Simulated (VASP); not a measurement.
# TePb3Se2 (P-3m1) in VASP: further runs

The runs below take TePb3Se2 through single point, with PBE.

Everything below comes from runs of VASP 6.6.1. Logs are shortened: lines on timing, memory, paths and dates and some standing lists are left out, and cuts for length are marked.

### 1 The cell of the first run

Symmetry: P-3m1, No. 164, trigonal system. Conventional cell: a = 4.341 Å, b = 4.341 Å, c = 10.624 Å, α = 90.00°, β = 90.00°, γ = 120.00°. Te (site symmetry -3m) has 6 Pb at 3.16 Å and 6 Te at 4.34 Å and 6 Se at 4.40 Å within 4.4 Å. Within 4.0 Å of Pb (site symmetry 3m) lie 3 Se at 3.02 Å and 3 Te at 3.16 Å. Within 4.0 Å of Pb (site symmetry -3m) lie 6 Se at 3.03 Å. Se (site symmetry 3m) has 6 Pb at 3.02 to 3.03 Å within 4.0 Å.

### 2 Single point, PBE (28.89 Å³/atom)

INCAR reads:

```
PREC = Accurate ; ENCUT = 520
EDIFF = 1E-6 ; ISMEAR = 0
SIGMA = 0.02 ; LREAL = F
LASPH = T ; NELM = 60
ALGO = Normal ; ISIF = 2
LWAVE = F ; LCHARG = F
GGA = PE ; NBANDS = 39
```

KPOINTS reads:

```
Automatic mesh
0
Gamma
  12 12 4
```

POSCAR reads:

```
TePb3Se2
1.0
    4.3408365843      0.0000000280      0.0000000000
   -2.1704183164      3.7592747416      0.0000000000
    0.0000000000      0.0000000000     10.6241419312
Te Pb Se
1 3 2
Direct
    0.0000000000      0.0000000000      0.5000000000
    0.3333333333      0.6666666667      0.6813627262
    0.6666666667      0.3333333333      0.3186372738
    0.0000000000      0.0000000000      0.0000000000
    0.3333333333      0.6666666667      0.1599596926
    0.6666666667      0.3333333333      0.8400403074
```

Potentials or basis: VASP PAW PBE potentials, release 64 (Te, Pb_d, Se).

The run is started by

```bash
> cat potpaw_PBE.64/Te/POTCAR potpaw_PBE.64/Pb_d/POTCAR potpaw_PBE.64/Se/POTCAR > POTCAR
> mpirun -np 1 vasp_std > vasp.out
```

OUTCAR:

```text
PREC = Accurate
   ENCUT = 520
   EDIFF = 1E-6
   ISMEAR = 0
   LREAL = F
   LASPH = T
   NELM = 60
   ISIF = 2
   GGA = PE

 ion  position               nearest neighbor table
   1  0.000  0.000  0.500-   2 3.16   3 3.16   2 3.16   3 3.16   3 3.16   2 3.16
   2  0.333  0.667  0.681-   6 3.02   6 3.02   6 3.02   1 3.16   1 3.16   1 3.16
   3  0.667  0.333  0.319-   5 3.02   5 3.02   5 3.02   1 3.16   1 3.16   1 3.16
   4  0.000  0.000  0.000-   5 3.03   6 3.03   5 3.03   6 3.03   6 3.03   5 3.03
   5  0.333  0.667  0.160-   3 3.02   3 3.02   3 3.02   4 3.03   4 3.03   4 3.03
   6  0.667  0.333  0.840-   2 3.02   2 3.02   2 3.02   4 3.03   4 3.03   4 3.03

  LATTYP: Found a hexagonal cell.
 ALAT       =     4.3408365843
 C/A-ratio  =     2.4474871894

  Lattice vectors:

 A1 = (   4.3408365843,   0.0000000280,   0.0000000000)
 A2 = (  -2.1704183164,   3.7592747416,   0.0000000000)
 A3 = (   0.0000000000,   0.0000000000,  10.6241419312)

Analysis of symmetry for initial positions (statically):
=====================================================================
 Subroutine PRICEL returns:
 Original cell was already a primitive cell.

 Routine SETGRP: Setting up the symmetry group for a
 hexagonal supercell.

 Subroutine GETGRP returns: Found 12 space group operations
 (whereof 12 operations were pure point group operations)
 out of a pool of 24 trial point group operations.

The static configuration has the point symmetry D_3d.

Analysis of symmetry for dynamics (positions and initial velocities):
=====================================================================
 Subroutine PRICEL returns:
 Original cell was already a primitive cell.

 Routine SETGRP: Setting up the symmetry group for a
 hexagonal supercell.

 Subroutine GETGRP returns: Found 12 space group operations
 (whereof 12 operations were pure point group operations)
 out of a pool of 24 trial point group operations.

The dynamic configuration has the point symmetry D_3d.

 Subroutine INISYM returns: Found 12 space group operations
 (whereof 12 operations are pure point group operations),
 and found     1 'primitive' translations

----------------------------------------------------------------------------------------

                                     Primitive cell

  volume of cell :     173.3690

  direct lattice vectors                    reciprocal lattice vectors
[... 91 lines left out ...]
   LSORBIT =      F    spin-orbit coupling
   LASPH  =      T    aspherical Exc in radial PAW
   ENCUT  =  520.0 eV  38.22 Ry    6.18 a.u.   8.07  8.07 19.75*2*pi/ulx,y,z
   NELM   =     60;   NELMIN=  2; NELMDL= -5     # of ELM steps
   EDIFF  = 0.1E-05   stopping-criterion for ELM
   LREAL  =      F    real-space projection
   EDIFFG = 0.1E-04   stopping-criterion for IOM
   NSW    =      0    number of steps for IOM
   IBRION =     -1    ionic relax: 0-MD 1-quasi-New 2-CG
   NFREE  =      0    steps in history (QN), initial steepest desc. (CG)
   ISIF   =      2    stress and relaxation
   ISYM   =      2    0-nonsym 1-usesym 2-fastsym
   POTIM  = 0.5000    time-step for ionic-motion
   TEBEG  =    0.0;   TEEND  =   0.0 temperature during run
   PSTRESS=    0.0 pullay stress
   NELECT =      60.0000    total number of electrons
   NUPDOWN=      -1.0000    fix difference up-down
   EMIN   =  10.00;   EMAX   =-10.00  energy-range for DOS
   EFERMI =   0.00;   METHOD = LEGACY
   ISMEAR =     0;   SIGMA  =   0.02  broadening in eV -4-tet -1-fermi 0-gaus
   EFERMI_NEDOS =   21; number of points for ismear=-14 and -15
   IALGO  =     38    algorithm
   IMIX   =      4    mixing-type and parameters
     AMIX     =   0.40;   BMIX     =  1.00
     AMIX_MAG =   1.60;   BMIX_MAG =  1.00
  volume/ion in A,a.u.               =      28.89       194.99
  Fermi-wavevector in a.u.,A,eV,Ry     =   1.149392  2.172036 17.974680  1.321102
  Thomas-Fermi vector in A             =   2.286062
   LORBIT       =      0    0 simple, 1 ext, 2 COOP (PROOUT), +10 PAW based schemes
   GGA     = PE    functional components
   LHFCALC =     F    Hartree Fock is set to
   AEXX    =    0.0000 exact exchange contribution
   IVDW    =     0    specifies the selected vdW correction
   LEPSILON=     F    determine dielectric tensor
   LRPA    =     F    only Hartree local field effects (RPA)
 non-spin polarized calculation
 Gauss-broadening in eV      SIGMA  =   0.02
  energy-cutoff  :      520.00
  volume of cell :      173.37
 maximum number of plane-waves:      4698
   NGX = 17   NGY = 17   NGZ = 39

 number of electron      60.0000008 magnetization

 Free energy of the ion-electron system (eV)
  ---------------------------------------------------
  ext. energy  EPLUGINS =         0.00000000
  ---------------------------------------------------
  free energy    TOTEN  =       -23.62764566 eV

  energy without entropy =      -23.62764566  energy(sigma->0) =      -23.62764566

 E-fermi :   6.0762     XC(G=0):  -9.6767

 val. band max:        5.9265183964   @ k =   0.0000   0.0000   0.5000
 cond. band min:       6.2312061633   @ k =   0.5000   0.0000   0.5000
 fundamental gap:      0.3046877668
 Fermi energy:         6.0762436745

 k-point     1 :       0.0000    0.0000    0.0000
  band No.  band energies     occupation
      1     -11.0077      2.00000
      2     -11.0077      2.00000
      3     -10.9947      2.00000
      4     -10.9935      2.00000
      5     -10.9935      2.00000
      6     -10.9857      2.00000
[... 997 lines left out ...]
     38      10.3279      0.00000
     39      10.3649      0.00000

 [... further k-points ...]
[... 5 lines left out ...]
  --------------------------------------------------------------------------------------
  -------------------------------------------------------------------------------------
  Total        5.4799171      5.4799171      5.4771274     -0.0000000     -0.0000000      0.0000000
  in kB       50.6422745     50.6422745     50.6164932     -0.0000000     -0.0000000      0.0000000
  external PRESSURE =      50.6336807 kB  Pullay stress =       0.0000000 kB

 VOLUME and BASIS-vectors are now :
 -----------------------------------------------------------------------------
  energy-cutoff  :      520.00
  volume of cell :      173.37
      direct lattice vectors                 reciprocal lattice vectors
     4.340836584  0.000000028  0.000000000     0.230370339  0.133004379  0.000000000
    -2.170418316  3.759274742  0.000000000    -0.000000002  0.266008756  0.000000000
     0.000000000  0.000000000 10.624141931     0.000000000  0.000000000  0.094125249

 POSITION                                       TOTAL-FORCE (eV/Angst)
 -----------------------------------------------------------------------------------
      0.00000      0.00000      5.31207         0.000000      0.000000     -0.000000
     -0.00000      2.50618      7.23889         0.000000     -0.000000     -0.002104
      2.17042      1.25309      3.38525        -0.000000      0.000000      0.002104
      0.00000      0.00000      0.00000         0.000000      0.000000     -0.000000
     -0.00000      2.50618      1.69943         0.000000     -0.000000      0.000443
      2.17042      1.25309      8.92471         0.000000      0.000000     -0.000443
 -----------------------------------------------------------------------------------
    total drift:                               -0.000000     -0.000000      0.000000

  FREE ENERGIE OF THE ION-ELECTRON SYSTEM (eV)
  ---------------------------------------------------
  free  energy   TOTEN  =       -23.6276456550 eV

  energy  without entropy=      -23.6276456550  energy(sigma->0) =      -23.62764566
```

OSZICAR:

```text
N       E                     dE             d eps       ncg     rms          rms(c)
DAV:   1     0.653762604649E+03    0.65376E+03   -0.27140E+04  5382   0.160E+03
DAV:   2     0.543376608505E+02   -0.59942E+03   -0.58147E+03  5459   0.432E+02
DAV:   3    -0.201967647890E+02   -0.74534E+02   -0.71876E+02  6954   0.175E+02
DAV:   4    -0.240891490211E+02   -0.38924E+01   -0.38660E+01  6423   0.413E+01
DAV:   5    -0.242594759960E+02   -0.17033E+00   -0.17028E+00  6938   0.874E+00    0.544E+00
DAV:   6    -0.236265951387E+02    0.63288E+00   -0.10949E+00  7788   0.648E+00    0.337E+00
DAV:   7    -0.236248280823E+02    0.17671E-02   -0.47443E-01  7107   0.257E+00    0.151E+00
DAV:   8    -0.236274669436E+02   -0.26389E-02   -0.48343E-02  7244   0.173E+00    0.260E-01
DAV:   9    -0.236273364558E+02    0.13049E-03   -0.51289E-03  6738   0.476E-01    0.165E-01
DAV:  10    -0.236275658664E+02   -0.22941E-03   -0.99184E-04  6897   0.175E-01    0.618E-02
DAV:  11    -0.236276434535E+02   -0.77587E-04   -0.10578E-04  6533   0.607E-02    0.256E-02
DAV:  12    -0.236276442680E+02   -0.81449E-06   -0.28454E-05  6603   0.409E-02    0.114E-02
DAV:  13    -0.236276453106E+02   -0.10426E-05   -0.19334E-05  6358   0.350E-02    0.400E-03
DAV:  14    -0.236276456550E+02   -0.34439E-06   -0.24684E-06  5196   0.874E-03
   1 F= -.23627646E+02 E0= -.23627646E+02  d E =-.130284E-28
```

stdout:

```text
POSCAR found type information on POSCAR TePbSe
 POSCAR found :  3 types and       6 ions
 scaLAPACK will be used
 LDA part: xc-table for (Slater+PW92), standard interpolation
 POSCAR, INCAR and KPOINTS ok, starting setup
 FFT: planning ... GRIDC
 FFT: planning ... GRID_SOFT
 FFT: planning ... GRID
 WAVECAR not read
 entering main loop
```

It took 6.2 min on 1 thread of Oxide Virtual Turin-like, shared host; peak memory 0.51 GiB.

Results:

```
Free energy            : -23.6276 eV
Pressure               : 5.1 GPa
Band gap on the k mesh : 0.30 eV
```

Forces in eV/Å, atoms in the order of the input:
```
Te   0.000  0.000  0.000
Pb   0.000  0.000 -0.002
Pb   0.000  0.000  0.002
Pb   0.000  0.000  0.000
Se   0.000  0.000  0.000
Se   0.000  0.000  0.000
```

Caveat: the cell stands under pressure; spin-orbit coupling is left out, which moves the levels of the heavy elements. A k mesh can miss the band edges.

### 3 Single point, PBE (29.85 Å³/atom)

This run uses another cell than the first one, of 29.85 Å³/atom.

INCAR reads:

```
PREC = Accurate ; ENCUT = 520
EDIFF = 1E-6 ; ISMEAR = 0
SIGMA = 0.02 ; LREAL = False
LASPH = True ; NELM = 100
ALGO = Normal ; ISIF = 2
LWAVE = False ; LCHARG = True
GGA = PE ; LELF = True
LVHAR = True ; NBANDS = 39
```

KPOINTS is that of step 2.

POSCAR reads:

```
TePb3Se2
1.0
    4.3872575578      0.0000000283      0.0000000000
   -2.1936288034      3.7994764838      0.0000000000
    0.0000000000      0.0000000000     10.7433799912
Te Pb Se
1 3 2
Direct
    0.0000000000      0.0000000000      0.5000000000
    0.3333333333      0.6666666667      0.6811713331
    0.6666666667      0.3333333333      0.3188286669
    0.0000000000      0.0000000000      0.0000000000
    0.3333333333      0.6666666667      0.1600721084
    0.6666666667      0.3333333333      0.8399278916
```

Potentials or basis: VASP PAW PBE potentials, release 64 (Te, Pb_d, Se).

The run is started by

```bash
> cat potpaw_PBE.64/Te/POTCAR potpaw_PBE.64/Pb_d/POTCAR potpaw_PBE.64/Se/POTCAR > POTCAR
> mpirun -np 1 vasp_std > vasp.out
```

It took 13 min on 1 thread of Oxide Virtual Turin-like, shared host; peak memory 0.57 GiB.

Results (log left out):

```yaml
Free_energy: -23.7736 eV
Pressure: 3.1 GPa
Band_gap_on_the_k_mesh: 0.40 eV (least direct gap 0.41 eV)
```

Levels at points of the mesh, in eV from the valence-band top:
| k point | band 26 | band 27 | band 28 | band 29 | band 30 | band 31 | band 32 | band 33 | band 34 | band 35 |
| --- | --- | --- | --- | --- | --- | --- | --- | --- | --- | --- |
| (0.00, 0.00, 0.00) | -1.74 | -0.97 | -0.97 | -0.67 | -0.56 | 1.33 | 1.55 | 2.05 | 2.05 | 2.15 |
| (0.50, 0.00, 0.00) | -2.62 | -2.22 | -1.73 | -1.43 | -1.41 | 1.94 | 1.97 | 2.54 | 2.76 | 3.13 |
| (0.00, 0.00, 0.50) | -1.40 | -1.25 | -0.94 | -0.94 | 0.00 | 0.45 | 1.50 | 1.50 | 3.04 | 3.18 |
| (0.50, 0.00, 0.50) | -2.70 | -2.63 | -1.31 | -1.24 | 0.00 | 0.40 | 1.51 | 1.53 | 3.65 | 3.84 |

Caveat: the cell stands under pressure; spin-orbit coupling is left out, which moves the levels of the heavy elements.
